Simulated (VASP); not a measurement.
Write the native input for VASP 6.6.1 that does the following.

* Task: single point
* Functional: PBE
* Potentials or basis: VASP PAW PBE potentials, release 64 (Na_pv, Sc_sv, Tl_d, P)
* Cutoff: 520 eV
* k mesh: 4 × 4 × 4
* Occupations: gaussian, width 0.2 eV
* Spin: no spin polarisation
* Dipole correction: no
* Further INCAR settings: ALGO = Normal; EDIFF = 1e-07; NBANDS = 40

The structure of Na3ScTlP3 lies in POSCAR:

```
Na3ScTlP3
1.0
    5.2960372386     -0.0237752838      0.3269614958
   -0.0231459686      5.4077277360     -0.3830760212
    0.5143506513     -0.6057918918      8.5194035195
Na Sc Tl P
3 1 1 3
Direct
   -0.0198545375      0.4927989485      0.9318035557
    0.4851090668      0.0284289023      0.9354081931
   -0.0904698904      0.0795552423      0.2944280121
    0.0335382706     -0.0597117804      0.6699923465
    0.5279795633      0.5253440481      0.5697095278
    0.0297763983      0.4176700446      0.5758921419
    0.5549601749      0.0182519061      0.5829450396
   -0.0210390460     -0.0023373117      0.9672168032
```

These files were run (other wordings do the same):

INCAR

```
SYSTEM = Na3ScTlP3
ALGO = Normal
EDIFF = 1E-7
ENCUT = 520
GGA = PE
ISIF = 2
ISMEAR = 0
LASPH = .TRUE.
LCHARG = .FALSE.
LREAL = .FALSE.
LWAVE = .FALSE.
NBANDS = 40
NELM = 100
PREC = Accurate
SIGMA = 0.2
```

KPOINTS

```
k-points
0
G
  4 4 4
  0 0 0
```

Potentials or basis: VASP PAW PBE potentials, release 64 (Na_pv, Sc_sv, Tl_d, P).

Run with:

```sh
$ cat potpaw_PBE.64/Na_pv/POTCAR potpaw_PBE.64/Sc_sv/POTCAR potpaw_PBE.64/Tl_d/POTCAR potpaw_PBE.64/P/POTCAR > POTCAR
$ mpirun -np 1 vasp_std > vasp.out
```

Results of the run:

The pressure is 0.1 GPa, the largest force is 0.023 eV/Å and the band gap on the k mesh is zero (bands 30 and 31 overlap by 0.84 eV).

Caveat: spin-orbit coupling is left out, which moves the levels of the heavy elements.

Wall time 7.1 min on 1 thread of Intel(R) Xeon(R) Platinum 8259CL CPU @ 2.50GHz (Skylake/Cascade Lake) (shared host), peak memory 0.53 GiB.
